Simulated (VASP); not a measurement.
Crystal: Si.

```xyz
2
Lattice="3.1515 0.0000 0.0000 -1.5757 2.7293 0.0000 0.0000 0.0000 5.1150" Properties=species:S:1:pos:R:3 pbc="T T T"
Si    0.0000    1.8195    1.2788
Si    1.5757    0.9098    3.8363
```

| Property | Result |
| --- | --- |
| Program | VASP 6.6.1 |
| Task | relaxation of cell and atoms |
| Functional | PBEsol |
| Potentials or basis | VASP PAW PBE potentials, release 64 (Si) |
| Cutoff | 600 eV |
| k mesh | 6 × 6 × 4 |
| Occupations | gaussian, width 0.1 eV |
| Spin | no spin polarisation |

At the start: pressure -17.5 GPa; volume 22.00 Å³/atom.

**Question.** How do energy, volume and symmetry change on relaxing?

**Answer.** Over 7 steps the energy falls by 625.9 meV/atom and the volume is 14.08 Å³/atom (-36.0 %); space group P6_3/mmc (No. 194, to 0.05 Å).

Step by step:
| step | energy change (eV) | largest force (eV/Å) | pressure (GPa) | volume (Å³) |
| --- | --- | --- | --- | --- |
| 1 | 0.0000 | 0.0000 | -17.53 | 44.00 |
| 2 | -1.1998 | 0.0000 | -6.45 | 30.38 |
| 3 | -1.2503 | 0.0000 | -0.60 | 28.24 |
| 4 | -1.2505 | 0.0000 | 0.29 | 27.97 |
| 5 | -1.2515 | 0.0000 | 0.68 | 27.95 |
| 6 | -1.2516 | 0.0000 | 0.62 | 27.95 |
| 7 | -1.2519 | 0.0000 | -0.11 | 28.17 |

Final structure:
```cif
data_structure
_symmetry_space_group_name_H-M 'P 1'
_symmetry_Int_Tables_number 1
_cell_length_a 2.7210
_cell_length_b 2.7210
_cell_length_c 4.3931
_cell_angle_alpha 90.000
_cell_angle_beta 90.000
_cell_angle_gamma 120.000
_cell_volume 28.17
loop_
_atom_site_label
_atom_site_type_symbol
_atom_site_fract_x
_atom_site_fract_y
_atom_site_fract_z
_atom_site_occupancy
Si1 Si 0.33333 0.66667 0.25000 1
Si2 Si 0.66667 0.33333 0.75000 1
```

Caveat: the k points lie up to 0.44 Å⁻¹ apart in the final cell; the volume moved by over 15 % at a fixed basis, so the end points are rough; the PAW data sets were made with another functional, which shifts forces and pressure a little.
